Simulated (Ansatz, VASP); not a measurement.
**One calculation of TiN, two programs**

```
Ti N
1.0
     0.00000    2.12424    2.12424
     2.12424    0.00000    2.12424
     2.12424    2.12424    0.00000
Ti N
1 1
Direct
  0.00000 0.00000 0.00000
  0.50000 0.50000 0.50000
```

Alike in both runs: functional PBE; k mesh 16 × 16 × 16; occupations fermi-dirac, width 0.15 eV; no spin polarisation.

Ansatz relaxed the structure, and its values are those at the end. VASP's run is a single point on that final structure, the one shown.

```csv
,VASP,Ansatz
version,VASP 6.6.1,Ansatz 0.2.0
potentials or method,"VASP PAW PBE potentials, release 64 (Ti_sv, N), cutoff 520 eV","scalar-relativistic, plane waves, PAW"
valence electrons in the cell,17,17
```

|  | VASP | Ansatz | Ansatz less VASP |
| --- | --- | --- | --- |
| gap on the k mesh at the Fermi level (eV) | none | none | - |
| pressure (GPa) | 0.5 | 0.0 | -0.47 |

A gap of «none» marks a metal or a gap that the smearing closes. The functional is the same, so the differences come from potentials, cutoffs and numerics.
